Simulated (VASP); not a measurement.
# HfO2 (Fm-3m) in VASP: notebook

HfO2 is run at these levels: PBE, LDA, PBEsol; tasks: single point.

Program: VASP 6.6.1. These are calculated values, not measurements. Logs are shortened: lines on timing, memory, paths and dates and some standing lists are left out, and cuts for length are marked.

## 1. The cell of the first run

It takes space group Fm-3m (No. 225, cubic). Conventional cell: a = 5.058 Å, b = 5.058 Å, c = 5.058 Å, α = 90.00°, β = 90.00°, γ = 90.00°. Within 2.9 Å of Hf (site symmetry m-3m) lie 8 O at 2.19 Å. O (site symmetry -43m) has 4 Hf at 2.19 Å and 6 O at 2.53 Å within 2.9 Å.

## 2. Single point, PBE

File INCAR:

```
SYSTEM = HfO2
ALGO     = Normal         ! electronic algorithm
EDIFF    = 1E-7           ! SCF threshold, eV
ENCUT    = 520            ! plane-wave cutoff, eV
GGA      = PE             ! functional
ISIF     = 2              ! what is computed and relaxed
ISMEAR   = -1             ! smearing method
LASPH    = .True.         ! aspherical terms in the spheres
LCHARG   = .False.        ! write CHGCAR
LREAL    = .False.        ! projectors in reciprocal space
LWAVE    = .False.        ! write WAVECAR
NBANDS   = 18             ! bands
NELM     = 100            ! most SCF steps
PREC     = Accurate       ! precision mode
SIGMA    = 0.02           ! smearing width, eV
```

File KPOINTS:

```
k-points
0
Gamma
  8 8 8
  0 0 0
```

File POSCAR:

```
HfO2
1.0
    0.0000000000      2.5291822925      2.5291822925
    2.5291822925      0.0000000000      2.5291822925
    2.5291822925      2.5291822925      0.0000000000
Hf O
1 2
Direct
    0.0000000000      0.0000000000      0.0000000000
    0.2500000000      0.2500000000      0.2500000000
    0.7500000000      0.7500000000      0.7500000000
```

Potentials or basis: VASP PAW PBE potentials, release 64 (Hf_pv, O).

The run is started by

```sh
$ cat potpaw_PBE.64/Hf_pv/POTCAR potpaw_PBE.64/O/POTCAR > POTCAR
$ mpirun -np 1 vasp_std > vasp.out
```

OUTCAR:

```text
SYSTEM = HfO2
   EDIFF = 1E-7
   ENCUT = 520
   GGA = PE
   ISIF = 2
   ISMEAR = -1
   LASPH = .True.
   LREAL = .False.
   NELM = 100
   PREC = Accurate

 ion  position               nearest neighbor table
   1  0.000  0.000  0.000-   3 2.19   3 2.19   3 2.19   2 2.19   3 2.19   2 2.19   2 2.19   2 2.19

   2  0.250  0.250  0.250-   1 2.19   1 2.19   1 2.19   1 2.19
   3  0.750  0.750  0.750-   1 2.19   1 2.19   1 2.19   1 2.19

  LATTYP: Found a face centered cubic cell.
 ALAT       =     5.0583645850

  Lattice vectors:

 A1 = (   0.0000000000,   2.5291822925,   2.5291822925)
 A2 = (   2.5291822925,   0.0000000000,   2.5291822925)
 A3 = (   2.5291822925,   2.5291822925,   0.0000000000)

Analysis of symmetry for initial positions (statically):
=====================================================================
 Subroutine PRICEL returns:
 Original cell was already a primitive cell.

 Routine SETGRP: Setting up the symmetry group for a
 face centered cubic supercell.

 Subroutine GETGRP returns: Found 48 space group operations
 (whereof 48 operations were pure point group operations)
 out of a pool of 48 trial point group operations.

The static configuration has the point symmetry O_h .

Analysis of symmetry for dynamics (positions and initial velocities):
=====================================================================
 Subroutine PRICEL returns:
 Original cell was already a primitive cell.

 Routine SETGRP: Setting up the symmetry group for a
 face centered cubic supercell.

 Subroutine GETGRP returns: Found 48 space group operations
 (whereof 48 operations were pure point group operations)
 out of a pool of 48 trial point group operations.

The dynamic configuration has the point symmetry O_h .

 Subroutine INISYM returns: Found 48 space group operations
 (whereof 48 operations are pure point group operations),
 and found     1 'primitive' translations

----------------------------------------------------------------------------------------

                                     Primitive cell

  volume of cell :      32.3572

  direct lattice vectors                    reciprocal lattice vectors
     0.000000000  2.529182292  2.529182292    -0.197692354  0.197692354  0.197692354
     2.529182292  0.000000000  2.529182292     0.197692354 -0.197692354  0.197692354
     2.529182292  2.529182292  0.000000000     0.197692354  0.197692354 -0.197692354

  length of vectors
     3.576803900  3.576803900  3.576803900     0.342413201  0.342413201  0.342413201

  position of ions in fractional coordinates (direct lattice)
     0.000000000  0.000000000  0.000000000
     0.250000000  0.250000000  0.250000000
     0.750000000  0.750000000  0.750000000

  ion indices of the primitive-cell ions
   primitive index   ion index
                 1           1
                 2           2
                 3           3

----------------------------------------------------------------------------------------

 KPOINTS: k-points

Automatic generation of k-mesh.
 Grid dimensions read from file:
 generate k-points for:    8    8    8

 Generating k-lattice:

  Cartesian coordinates                     Fractional coordinates (reciprocal lattice)
    -0.024711544  0.024711544  0.024711544     0.125000000  0.000000000  0.000000000
     0.024711544 -0.024711544  0.024711544     0.000000000  0.125000000  0.000000000
     0.024711544  0.024711544 -0.024711544     0.000000000  0.000000000  0.125000000

  Length of vectors
     0.042801650  0.042801650  0.042801650

  Shift w.r.t. Gamma in fractional coordinates (k-lattice)
     0.000000000  0.000000000  0.000000000

 Subroutine IBZKPT returns following result:
 ===========================================

 Found     29 irreducible k-points:

 Following reciprocal coordinates:
            Coordinates               Weight
  0.000000  0.000000  0.000000      1.000000
  0.125000  0.000000  0.000000      8.000000
  0.250000  0.000000  0.000000      8.000000
  0.375000  0.000000  0.000000      8.000000
  0.500000  0.000000  0.000000      4.000000
  0.125000  0.125000  0.000000      6.000000
[... 16 lines left out ...]
  0.500000  0.250000  0.125000     48.000000
 -0.375000  0.250000  0.125000     24.000000
 [... further k-points ...]
   k-points           NKPTS =     29   k-points in BZ     NKDIM =     29   number of bands    NBANDS=     18
   number of dos      NEDOS =    301   number of ions     NIONS =      3
   total plane-waves  NPLWV =  21952
   dimension x,y,z NGX =    28 NGY =   28 NGZ =   28
   dimension x,y,z NGXF=    56 NGYF=   56 NGZF=   56
   ions per type =               1   2
   NGX,Y,Z   is equivalent  to a cutoff of  13.01, 13.01, 13.01 a.u.
   NGXF,Y,Z  is equivalent  to a cutoff of  26.03, 26.03, 26.03 a.u.
 SYSTEM =  HfO2
   PREC   = accura    normal or accurate (medium, high low for compatibility)
   ISTART =      0    job   : 0-new  1-cont  2-samecut
   ICHARG =      2    charge: 1-file 2-atom 10-const
   ISPIN  =      1    spin polarized calculation?
   LNONCOLLINEAR =      F non collinear calculations
   LSORBIT =      F    spin-orbit coupling
   LASPH  =      T    aspherical Exc in radial PAW
   ENCUT  =  520.0 eV  38.22 Ry    6.18 a.u.   6.65  6.65  6.65*2*pi/ulx,y,z
   NELM   =    100;   NELMIN=  2; NELMDL= -5     # of ELM steps
   EDIFF  = 0.1E-06   stopping-criterion for ELM
   LREAL  =      F    real-space projection
   EDIFFG = 0.1E-05   stopping-criterion for IOM
   NSW    =      0    number of steps for IOM
   IBRION =     -1    ionic relax: 0-MD 1-quasi-New 2-CG
   NFREE  =      0    steps in history (QN), initial steepest desc. (CG)
   ISIF   =      2    stress and relaxation
   ISYM   =      2    0-nonsym 1-usesym 2-fastsym
   POTIM  = 0.5000    time-step for ionic-motion
   TEBEG  =    0.0;   TEEND  =   0.0 temperature during run
   PSTRESS=    0.0 pullay stress
   NELECT =      22.0000    total number of electrons
   NUPDOWN=      -1.0000    fix difference up-down
   EMIN   =  10.00;   EMAX   =-10.00  energy-range for DOS
   EFERMI =   0.00;   METHOD = LEGACY
   ISMEAR =    -1;   SIGMA  =   0.02  broadening in eV -4-tet -1-fermi 0-gaus
   EFERMI_NEDOS =   21; number of points for ismear=-14 and -15
   IALGO  =     38    algorithm
   IMIX   =      4    mixing-type and parameters
     AMIX     =   0.40;   BMIX     =  1.00
     AMIX_MAG =   1.60;   BMIX_MAG =  1.00
  volume/ion in A,a.u.               =      10.79        72.79
  Fermi-wavevector in a.u.,A,eV,Ry     =   1.439546  2.720348 28.195260  2.072293
  Thomas-Fermi vector in A             =   2.558390
   LORBIT       =      0    0 simple, 1 ext, 2 COOP (PROOUT), +10 PAW based schemes
   GGA     = PE    functional components
   LHFCALC =     F    Hartree Fock is set to
   AEXX    =    0.0000 exact exchange contribution
   IVDW    =     0    specifies the selected vdW correction
   LEPSILON=     F    determine dielectric tensor
   LRPA    =     F    only Hartree local field effects (RPA)
 non-spin polarized calculation
  energy-cutoff  :      520.00
  volume of cell :       32.36
 maximum number of plane-waves:       893
   NGX = 13   NGY = 13   NGZ = 13

 number of electron      21.9999992 magnetization

 Free energy of the ion-electron system (eV)
  ---------------------------------------------------
  ext. energy  EPLUGINS =         0.00000000
  ---------------------------------------------------
  free energy    TOTEN  =       -30.24606185 eV

  energy without entropy =      -30.24606185  energy(sigma->0) =      -30.24606185

 E-fermi :   4.8552     XC(G=0): -11.8754

 val. band max:        4.3383773886   @ k =   0.5000   0.5000   0.0000
 cond. band min:       8.1587277537   @ k =   0.5000   0.5000   0.0000
 fundamental gap:      3.8203503651
 Fermi energy:         4.8551572326

 k-point     1 :       0.0000    0.0000    0.0000
  band No.  band energies     occupation
      1     -25.3168      2.00000
      2     -25.3168      2.00000
      3     -25.3168      2.00000
      4     -14.4372      2.00000
      5     -11.3693      2.00000
      6      -1.0465      2.00000
[... 10 lines left out ...]
     17      14.8480      0.00000
     18      17.8700      0.00000

 k-point     2 :       0.1250    0.0000    0.0000
  band No.  band energies     occupation
      1     -25.3866      2.00000
      2     -25.3243      2.00000
      3     -25.3243      2.00000
      4     -14.2253      2.00000
      5     -11.5419      2.00000
      6      -0.8947      2.00000
[... 10 lines left out ...]
     17      14.5789      0.00000
     18      17.8430      0.00000

 k-point     3 :       0.2500    0.0000    0.0000
  band No.  band energies     occupation
      1     -25.5484      2.00000
      2     -25.3425      2.00000
      3     -25.3425      2.00000
      4     -13.7252      2.00000
      5     -11.8877      2.00000
      6      -0.5196      2.00000
[... 10 lines left out ...]
     17      14.0965      0.00000
     18      17.0781      0.00000

 k-point     4 :       0.3750    0.0000    0.0000
  band No.  band energies     occupation
      1     -25.7017      2.00000
      2     -25.3606      2.00000
      3     -25.3606      2.00000
      4     -13.3017      2.00000
      5     -12.0789      2.00000
      6      -0.1473      2.00000
[... 375 lines left out ...]
      4     -13.2944      2.00000
      5     -12.1475      2.00000
      6      -0.5166      2.00000
[... 10 lines left out ...]
     17      14.2737      0.00000
     18      17.6221      0.00000

 k-point    23 :       0.5000    0.2500    0.1250
  band No.  band energies     occupation
      1     -25.6726      2.00000
      2     -25.4734      2.00000
      3     -25.3863      2.00000
      4     -12.9080      2.00000
      5     -12.2971      2.00000
      6      -0.5192      2.00000
[... 10 lines left out ...]
     17      15.1775      0.00000
     18      17.4921      0.00000

 k-point    24 :      -0.3750    0.2500    0.1250
  band No.  band energies     occupation
      1     -25.7019      2.00000
      2     -25.4963      2.00000
      3     -25.3965      2.00000
      4     -12.8272      2.00000
      5     -12.2624      2.00000
      6      -0.5221      2.00000
[... 10 lines left out ...]
     17      15.3730      0.00000
     18      17.4977      0.00000

 [... further k-points ...]
[... 5 lines left out ...]
  --------------------------------------------------------------------------------------
  -------------------------------------------------------------------------------------
  Total        0.4312602      0.4312602      0.4312602     -0.0000000      0.0000000      0.0000000
  in kB       21.3540169     21.3540169     21.3540169     -0.0000000      0.0000000      0.0000000
  external PRESSURE =      21.3540169 kB  Pullay stress =       0.0000000 kB

 VOLUME and BASIS-vectors are now :
 -----------------------------------------------------------------------------
  energy-cutoff  :      520.00
  volume of cell :       32.36
      direct lattice vectors                 reciprocal lattice vectors
     0.000000000  2.529182292  2.529182292    -0.197692354  0.197692354  0.197692354
     2.529182292  0.000000000  2.529182292     0.197692354 -0.197692354  0.197692354
     2.529182292  2.529182292  0.000000000     0.197692354  0.197692354 -0.197692354

 POSITION                                       TOTAL-FORCE (eV/Angst)
 -----------------------------------------------------------------------------------
      0.00000      0.00000      0.00000        -0.000000      0.000000      0.000000
      1.26459      1.26459      1.26459         0.000000     -0.000000     -0.000000
      3.79377      3.79377      3.79377        -0.000000      0.000000      0.000000
 -----------------------------------------------------------------------------------
    total drift:                                0.000000      0.000000      0.000000

  FREE ENERGIE OF THE ION-ELECTRON SYSTEM (eV)
  ---------------------------------------------------
  free  energy   TOTEN  =       -30.2460618511 eV

  energy  without entropy=      -30.2460618511  energy(sigma->0) =      -30.24606185
```

It took 9 s on 1 thread of Intel Xeon 6975P-C (Granite Rapids), shared host; peak memory 0.16 GiB.

Results:

```yaml
Free_energy: -30.2461 eV
Pressure: 2.1 GPa
Band_gap_on_the_k_mesh: 3.82 eV, direct
```

Caveat: spin-orbit coupling is left out, which moves the levels of the heavy elements. A k mesh can miss the band edges.

## 3. Single point, LDA

File INCAR:

```
SYSTEM = HfO2
PREC = Accurate
ENCUT = 520
EDIFF = 1E-6
ISMEAR = 0
SIGMA = 0.01
LREAL = .False.
LASPH = .True.
NELM = 60
ALGO = Normal
ISIF = 2
LWAVE = .False.
LCHARG = .False.
NBANDS = 18
```

File KPOINTS:

```
Automatic mesh
0
Gamma
  8 8 8
  0 0 0
```

POSCAR is that of step 2.

Potentials or basis: VASP PAW LDA potentials, release 64 (Hf_pv, O).

The run is started by

```sh
$ cat potpaw_LDA.64/Hf_pv/POTCAR potpaw_LDA.64/O/POTCAR > POTCAR
$ mpirun -np 1 vasp_std > vasp.out
```

Wall time 6.8 s (1 thread of Intel Xeon 6975P-C (Granite Rapids), shared host); peak memory 0.15 GiB.

Results (log left out):

```yaml
Free_energy: -33.0170 eV
Pressure: -12.0 GPa
Band_gap_on_the_k_mesh: 3.61 eV, direct
```

Levels at points of the mesh, in eV from the valence-band top:
```csv
k point,band 8,band 9,band 10,band 11,band 12,band 13,band 14,band 15
"(0.00, 0.00, 0.00)",-5.45,-0.62,-0.62,-0.62,3.70,3.70,5.74,10.45
"(0.50, 0.00, 0.00)",-3.08,-2.77,-1.85,-1.85,4.45,4.45,7.00,8.82
"(0.50, 0.50, 0.00)",-3.50,-1.56,-1.56,0.00,3.61,5.36,6.65,8.14
```

Caveat: spin-orbit coupling is left out, which moves the levels of the heavy elements. A k mesh can miss the band edges.

## 4. Single point, PBEsol

This run uses another cell than the first one, of 10.69 Å³/atom, 0.991 times its volume.

File INCAR:

```
SYSTEM = HfO2
ALGO = Normal
EDIFF = 1E-6
ENCUT = 520
GGA = PS
ISIF = 2
ISMEAR = -1
LASPH = .TRUE.
LCHARG = .TRUE.
LELF = .TRUE.
LREAL = .FALSE.
LVHAR = .TRUE.
LWAVE = .FALSE.
NBANDS = 18
NELM = 100
PREC = Accurate
SIGMA = 0.02
```

File KPOINTS:

```
k-points
0
G
  8 8 8
  0 0 0
```

File POSCAR:

```
HfO2
1.0
    0.0000000000      2.5219132553      2.5219132553
    2.5219132553      0.0000000000      2.5219132553
    2.5219132553      2.5219132553      0.0000000000
Hf O
1 2
Direct
    0.0000000000      0.0000000000      0.0000000000
    0.2500000000      0.2500000000      0.2500000000
    0.7500000000      0.7500000000      0.7500000000
```

Potentials or basis: VASP PAW PBE potentials, release 64 (Hf_pv, O).

The run is started by

```sh
$ cat potpaw_PBE.64/Hf_pv/POTCAR potpaw_PBE.64/O/POTCAR > POTCAR
$ mpirun -np 1 vasp_std > vasp.out
```

Wall time 8.5 s (1 thread of Intel Xeon 6975P-C (Granite Rapids), shared host); peak memory 0.16 GiB.

It converged, with:

```yaml
Free_energy: -31.6324 eV
Pressure: -3.7 GPa
Band_gap_on_the_k_mesh: 3.71 eV, direct
```

Levels at points of the mesh, in eV from the valence-band top:
```csv
k point,band 8,band 9,band 10,band 11,band 12,band 13,band 14,band 15
"(0.00, 0.00, 0.00)",-5.50,-0.62,-0.62,-0.62,3.82,3.82,5.77,10.62
"(0.50, 0.00, 0.00)",-3.11,-2.81,-1.87,-1.87,4.58,4.58,7.10,8.89
"(0.50, 0.50, 0.00)",-3.54,-1.57,-1.57,0.00,3.71,5.51,6.74,8.27
```

Caveat: the PAW data sets were made with another functional, which shifts forces and pressure a little; spin-orbit coupling is left out, which moves the levels of the heavy elements.

## 5. Summary

```csv
level,potentials or basis,cell,smearing,gap on the mesh (eV),pressure (GPa)
PBE,"VASP PAW PBE potentials, release 64 (Hf_pv, O)","a = 3.577 Å, angles 60.0°, 3 atoms",fermi-dirac 0.02 eV,3.82,2.1
LDA,"VASP PAW LDA potentials, release 64 (Hf_pv, O)","a = 3.577 Å, angles 60.0°, 3 atoms",gaussian 0.01 eV,3.61,-12.0
PBEsol,"VASP PAW PBE potentials, release 64 (Hf_pv, O)","a = 3.567 Å, angles 60.0°, 3 atoms",fermi-dirac 0.02 eV,3.71,-3.7
```

Alike in all rows: task single point; no spin polarisation; k mesh 8 × 8 × 8; cutoff (eV) 520.

Caveats: spin-orbit coupling is left out, which moves the levels of the heavy elements; the PAW data sets were made with another functional, which shifts forces and pressure a little (some runs).

Total energies depend on the potentials used, so only differences within one code and one set of settings carry meaning.
